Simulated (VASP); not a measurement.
# SiGe2N2: single point with PBE

The system is SiGe2N2.

```
CELL_PARAMETERS angstrom
-2.08153 2.08153 4.37145
2.08153 -2.08153 4.37145
2.08153 2.08153 -4.37145
ATOMIC_POSITIONS crystal
Si 0.00000 0.00000 0.00000
Ge 0.25000 0.75000 0.50000
Ge 0.75000 0.25000 0.50000
N 0.74040 0.74040 0.00000
N 0.25960 0.25960 0.00000
```

```json
{
  "Program": "VASP 6.6.1",
  "Task": "single point",
  "Functional": "PBE",
  "Potentials or basis": "VASP PAW PBE potentials, release 64 (Si, Ge_d, N)",
  "Cutoff": "520 eV",
  "k mesh": "6 × 6 × 6",
  "Occupations": "gaussian, width 0.1 eV",
  "Spin": "no spin polarisation"
}
```

| Property | Result |
| --- | --- |
| Pressure | 0.0 GPa |
| Largest force | 0.006 eV/Å |
| Band gap on the k mesh | zero (band 21 reaches 6.79 eV, above the bottom of band 22 at 5.37 eV) |

Forces in eV/Å, atoms in the order of the input:
```
Si   0.000  0.000  0.000
Ge   0.000  0.000  0.000
Ge   0.000  0.000  0.000
N    0.000  0.000 -0.006
N    0.000  0.000  0.006
```

Stress tensor (GPa, compression positive):
```
 0.08  0.00  0.00
 0.00  0.08  0.00
 0.00  0.00 -0.13
```

Levels at points of the mesh, in eV from the Fermi level:
```tsv
k point	band 18	band 19	band 20	band 21	band 22	band 23	band 24	band 25
(0.00, 0.00, 0.00)	-3.82	-3.82	-3.18	-1.21	0.60	0.60	0.82	3.83
(0.50, 0.00, 0.00)	-5.11	-1.22	-1.02	1.03	1.23	1.43	1.50	3.49
(0.50, 0.50, 0.00)	-2.13	-2.11	-1.23	-0.10	0.10	3.27	3.29	3.57
(0.50, 0.50, 0.50)	-3.76	-3.28	-2.75	-0.83	1.77	1.77	3.03	3.44
```

It took 35 s on 1 thread of Intel(R) Xeon(R) 6975P-C (Granite Rapids) (shared host), peak memory 0.26 GiB.
